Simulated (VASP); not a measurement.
# C (P2_1/m) in VASP: single point with PBE+D3(BJ)

Aim: the single point of C with PBE+D3(BJ).

All numbers are computed with VASP 6.6.1; they aren't measurements. Logs are shortened: lines on timing, memory, paths and dates and some standing lists are left out, and cuts for length are marked.

## Step 1: The cell of the first run

It takes space group P2_1/m (No. 11, monoclinic). Conventional cell: a = 2.153 Å, b = 6.898 Å, c = 2.493 Å, α = 90.00°, β = 106.54°, γ = 90.00°. C (site symmetry m) has 3 C at 1.24 to 1.61 Å within 1.7 Å. C (site symmetry m) has 3 C at 1.24 to 1.61 Å within 1.7 Å.

## Step 2: Single point, PBE+D3(BJ) (engineering shear strain xy -0.3000, normal strain along z +0.0233)

Contents of INCAR:

```
SYSTEM = C
PREC = Accurate
ENCUT = 520
EDIFF = 1E-6
ISMEAR = 0
SIGMA = 0.15
LREAL = .FALSE.
LASPH = .TRUE.
NELM = 60
ALGO = Normal
ISIF = 2
LWAVE = .FALSE.
LCHARG = .FALSE.
GGA = PE
IVDW = 12
NBANDS = 16
```

Contents of KPOINTS:

```
Automatic mesh
0
G
  18 18 6
  0 0 0
```

Contents of POSCAR:

```
C
1.0
    2.4649495834     -0.3697424375      0.0000000000
   -1.5526811355      2.3195801770      0.0000000000
    0.0000000000      0.0000000000      6.8980931922
C
4
Direct
    0.0000000000      0.0000000000      0.0025000000
    0.0000000000      0.0000000000      0.5025000000
    0.3333333333      0.6666666667      0.0025000000
    0.6666666667      0.3333333333      0.5025000000
```

Potentials or basis: VASP PAW PBE potentials, release 64 (C).

The run is started by

```
> cat potpaw_PBE.64/C/POTCAR > POTCAR
> mpirun -np 1 vasp_std > vasp.out
```

OUTCAR:

```text
SYSTEM = C
   PREC = Accurate
   ENCUT = 520
   EDIFF = 1E-6
   ISMEAR = 0
   LREAL = .FALSE.
   LASPH = .TRUE.
   NELM = 60
   ISIF = 2
   GGA = PE
   IVDW = 12
 IVDW          = 12

 ion  position               nearest neighbor table
   1  0.000  0.000  0.002-   3 1.24   3 1.44   3 1.61
   2  0.000  0.000  0.502-   4 1.24   4 1.44   4 1.61
   3  0.333  0.667  0.002-   1 1.24   1 1.44   1 1.61
   4  0.667  0.333  0.502-   2 1.24   2 1.44   2 1.61

  LATTYP: Found a simple monoclinic cell.
 ALAT       =     2.1526962004
 B/A-ratio  =     3.2043969747
 C/A-ratio  =     1.1578624105
 COS(beta)  =    -0.2847292703

  Lattice vectors:

 A1 = (   0.9122684479,   1.9498377395,   0.0000000000)
 A2 = (   0.0000000000,   0.0000000000,  -6.8980931922)
 A3 = (  -2.4649495834,   0.3697424375,   0.0000000000)

Analysis of symmetry for initial positions (statically):
=====================================================================
 Subroutine PRICEL returns:
 Original cell was already a primitive cell.

 Routine SETGRP: Setting up the symmetry group for a
 simple monoclinic supercell.

 Subroutine GETGRP returns: Found  4 space group operations
 (whereof  1 operations were pure point group operations)
 out of a pool of  4 trial point group operations.

The static configuration has the point symmetry C_1 .
 The point group associated with its full space group is C_2h.

Analysis of symmetry for dynamics (positions and initial velocities):
=====================================================================
 Subroutine PRICEL returns:
 Original cell was already a primitive cell.

 Routine SETGRP: Setting up the symmetry group for a
 simple monoclinic supercell.

 Subroutine GETGRP returns: Found  4 space group operations
 (whereof  1 operations were pure point group operations)
 out of a pool of  4 trial point group operations.

The dynamic configuration has the point symmetry C_1 .
 The point group associated with its full space group is C_2h.

 Subroutine INISYM returns: Found  4 space group operations
 (whereof  1 operations are pure point group operations),
 and found     1 'primitive' translations

----------------------------------------------------------------------------------------

                                     Primitive cell

  volume of cell :      35.4807

  direct lattice vectors                    reciprocal lattice vectors
[... 91 lines left out ...]
   EDIFF  = 0.1E-05   stopping-criterion for ELM
   LREAL  =      F    real-space projection
   EDIFFG = 0.1E-04   stopping-criterion for IOM
   NSW    =      0    number of steps for IOM
   IBRION =     -1    ionic relax: 0-MD 1-quasi-New 2-CG
   NFREE  =      0    steps in history (QN), initial steepest desc. (CG)
   ISIF   =      2    stress and relaxation
   ISYM   =      2    0-nonsym 1-usesym 2-fastsym
   POTIM  = 0.5000    time-step for ionic-motion
   TEBEG  =    0.0;   TEEND  =   0.0 temperature during run
   PSTRESS=    0.0 pullay stress
   NELECT =      16.0000    total number of electrons
   NUPDOWN=      -1.0000    fix difference up-down
   EMIN   =  10.00;   EMAX   =-10.00  energy-range for DOS
   EFERMI =   0.00;   METHOD = LEGACY
   ISMEAR =     0;   SIGMA  =   0.15  broadening in eV -4-tet -1-fermi 0-gaus
   EFERMI_NEDOS =   21; number of points for ismear=-14 and -15
   IALGO  =     38    algorithm
   IMIX   =      4    mixing-type and parameters
     AMIX     =   0.40;   BMIX     =  1.00
     AMIX_MAG =   1.60;   BMIX_MAG =  1.00
  volume/ion in A,a.u.               =       8.87        59.86
  Fermi-wavevector in a.u.,A,eV,Ry     =   1.255405  2.372372 21.443362  1.576043
  Thomas-Fermi vector in A             =   2.389164
   LORBIT       =      0    0 simple, 1 ext, 2 COOP (PROOUT), +10 PAW based schemes
   GGA     = PE    functional components
   LHFCALC =     F    Hartree Fock is set to
   AEXX    =    0.0000 exact exchange contribution
   IVDW    =    12    specifies the selected vdW correction
   LEPSILON=     F    determine dielectric tensor
   LRPA    =     F    only Hartree local field effects (RPA)
 non-spin polarized calculation
 Gauss-broadening in eV      SIGMA  =   0.15
  energy-cutoff  :      520.00
  volume of cell :       35.48
 maximum number of plane-waves:       978
   NGX =  9   NGY = 11   NGZ = 25

 number of electron      16.0000000 magnetization

 Free energy of the ion-electron system (eV)
  ---------------------------------------------------
  ext. energy  EPLUGINS =         0.00000000
  ---------------------------------------------------
  free energy    TOTEN  =       -32.14699766 eV

  energy without entropy =      -32.14619896  energy(sigma->0) =      -32.14659831

 E-fermi :   5.3202     XC(G=0): -10.1900

 val. band max:        5.2835768085   @ k =   0.4444   0.1111   0.0000
 cond. band min:       5.4278306719   @ k =   0.3889   0.1667   0.1667
 fundamental gap:      0.1442538633
 Fermi energy:         5.3201538793

 k-point     1 :       0.0000    0.0000    0.0000
  band No.  band energies     occupation
      1     -15.3983      2.00000
      2     -15.1705      2.00000
      3      -4.0338      2.00000
      4      -2.3782      2.00000
      5       0.3795      2.00000
      6       0.4278      2.00000
[... 433 lines left out ...]
      3      -2.6815      2.00000
      4      -2.6183      2.00000
      5      -1.7021      2.00000
      6      -0.6073      2.00000
[... 8 lines left out ...]
     15      17.3843      0.00000
     16      17.5139      0.00000

 [... further k-points ...]

------------------------ aborting loop because EDIFF is reached ----------------------------------------

 Edisp (eV)   -0.51043

 E8    (eV) :    -0.1444

  FORCE on cell =-STRESS in cart. coord.  units (eV):
  Direction    XX          YY          ZZ          XY          YZ          ZX
  --------------------------------------------------------------------------------------
  -------------------------------------------------------------------------------------
  Total      11.95367    11.41482    -0.11310    30.67146     0.00000     0.00000
  in kB     539.78305   515.45082    -5.10695  1385.00851     0.00000     0.00000
  external pressure =      350.04 kB  Pullay stress =        0.00 kB

 VOLUME and BASIS-vectors are now :
 -----------------------------------------------------------------------------
  energy-cutoff  :      520.00
  volume of cell :       35.48
      direct lattice vectors                 reciprocal lattice vectors
     2.464949583 -0.369742438  0.000000000     0.450968190  0.301869195  0.000000000
    -1.552681136  2.319580177  0.000000000     0.071884593  0.479230622  0.000000000
     0.000000000  0.000000000  6.898093192     0.000000000  0.000000000  0.144967598

 POSITION                                       TOTAL-FORCE (eV/Angst)
 -----------------------------------------------------------------------------------
      0.00000      0.00000      0.01725         4.645684      2.503737      0.000000
      0.00000      0.00000      3.46629        -4.645684     -2.503737      0.000000
     -0.21347      1.42314      0.01725        -4.669292     -2.513688      0.000000
      1.12574      0.52670      3.46629         4.669292      2.513688      0.000000
 -----------------------------------------------------------------------------------
    total drift:                                0.000000     -0.000000      0.000016

  FREE ENERGIE OF THE ION-ELECTRON SYSTEM (eV)
  ---------------------------------------------------
  free  energy   TOTEN  =       -32.6574290483 eV

  energy  without entropy=      -32.6566303509  energy(sigma->0) =      -32.65702970
```

OSZICAR:

```text
N       E                     dE             d eps       ncg     rms          rms(c)
DAV:   1     0.353374438730E+02    0.35337E+02   -0.79836E+03 21000   0.934E+02
DAV:   2    -0.331746093147E+02   -0.68512E+02   -0.61722E+02 29552   0.187E+02
DAV:   3    -0.358169741280E+02   -0.26424E+01   -0.26287E+01 26240   0.347E+01
DAV:   4    -0.358375246692E+02   -0.20551E-01   -0.20547E-01 25968   0.372E+00
DAV:   5    -0.358378134739E+02   -0.28880E-03   -0.28879E-03 25992   0.414E-01    0.107E+01
DAV:   6    -0.329427836249E+02    0.28950E+01   -0.21027E+00 24720   0.105E+01    0.594E+00
DAV:   7    -0.321334626271E+02    0.80932E+00   -0.22688E+00 25992   0.108E+01    0.184E+00
DAV:   8    -0.321505756298E+02   -0.17113E-01   -0.14819E-01 23104   0.260E+00    0.442E-01
DAV:   9    -0.321466514733E+02    0.39242E-02   -0.87588E-03 25032   0.746E-01    0.110E-01
DAV:  10    -0.321469888789E+02   -0.33741E-03   -0.79323E-04 24176   0.194E-01    0.530E-02
DAV:  11    -0.321469991332E+02   -0.10254E-04   -0.52632E-05 24752   0.500E-02    0.123E-02
DAV:  12    -0.321469961984E+02    0.29347E-05   -0.42930E-06 27176   0.148E-02    0.445E-03
DAV:  13    -0.321469977200E+02   -0.15216E-05   -0.16087E-06 22224   0.861E-03    0.235E-03
DAV:  14    -0.321469976575E+02    0.62518E-07   -0.11890E-08 13056   0.944E-04
   1 F= -.32657429E+02 E0= -.32657030E+02  d E =-.798697E-03
```

stdout:

```text
POSCAR found type information on POSCAR C
 POSCAR found :  1 types and       4 ions
 scaLAPACK will be used
 LDA part: xc-table for (Slater+PW92), standard interpolation
 POSCAR, INCAR and KPOINTS ok, starting setup
 FFT: planning ... GRIDC
 FFT: planning ... GRID_SOFT
 FFT: planning ... GRID
 WAVECAR not read
 entering main loop
```

Run time: 4.3 min. Hardware: 1 thread of Intel Xeon 6975P-C (Granite Rapids), shared host; peak memory 0.39 GiB.

What came out:

```yaml
Free_energy: -32.6574 eV
Pressure: 35.0 GPa
Largest_force: 5.303 eV/Å
Dispersion_energy_per_atom: -0.128 eV
```

Forces in eV/Å, atoms in the order of the input:
```
C    4.646  2.504  0.000
C   -4.646 -2.504  0.000
C   -4.669 -2.514  0.000
C    4.669  2.514  0.000
```

Caveat: the cell differs from its parent crystal (engineering shear strain xy -0.3000, normal strain along z +0.0233); the stress differs along the axes, from -1 to 54 GPa; forces of over 1 eV/Å act on the atoms, so gaps and moduli don't describe the material at rest.
